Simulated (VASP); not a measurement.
Input of a VASP 6.6.1 run:

INCAR

```
PREC = Accurate
ENCUT = 500
EDIFF = 1E-6
ISMEAR = 0
SIGMA = 0.1
LREAL = False
LASPH = True
NELM = 120
ALGO = Normal
ISIF = 2
LWAVE = False
LCHARG = False
GGA = PS
NBANDS = 56
GGA_COMPAT = False
```

KPOINTS

```
regular mesh
0
Gamma
  8 8 4
```

The input POSCAR:

```
Si2Mo
1.0
   -3.1900701769     -3.1900701769      0.0000000000
    3.1900701769     -3.1900701769      0.0000000000
    0.0000000000      0.0000000000      7.8213840334
Si Mo
8 4
Direct
    0.0000000000      0.5000000000      0.8350596641
    0.0000000000      0.0000000000      0.3350596641
    0.5000000000      0.0000000000      0.8350596641
    0.5000000000      0.5000000000      0.3350596641
    0.0000000000      0.5000000000      0.1649403359
    0.0000000000      0.0000000000      0.6649403359
    0.5000000000      0.0000000000      0.1649403359
    0.5000000000      0.5000000000      0.6649403359
    0.5000000000      0.5000000000      0.0000000000
    0.5000000000      0.0000000000      0.5000000000
    1.0000000000      0.0000000000      0.0000000000
    1.0000000000      0.5000000000      0.5000000000
```

Potentials or basis: VASP PAW PBE potentials, release 64 (Si, Mo_sv).

Launch:

```sh
$ cat potpaw_PBE.64/Si/POTCAR potpaw_PBE.64/Mo_sv/POTCAR > POTCAR
$ mpirun -np 1 vasp_std > vasp.out
```

Question: Predict the pressure.

Answer: 0.4 GPa.

Question: Predict the largest force.

Answer: 0.006 eV/Å.

Forces in eV/Å, atoms in the order of the input:
```
Si   0.000  0.000 -0.006
Si   0.000  0.000 -0.006
Si   0.000  0.000 -0.006
Si   0.000  0.000 -0.006
Si   0.000  0.000  0.006
Si   0.000  0.000  0.006
Si   0.000  0.000  0.006
Si   0.000  0.000  0.006
Mo   0.000  0.000  0.000
Mo   0.000  0.000  0.000
Mo   0.000  0.000  0.000
Mo   0.000  0.000  0.000
```

Caveat: the PAW data sets were made with another functional, which shifts forces and pressure a little.
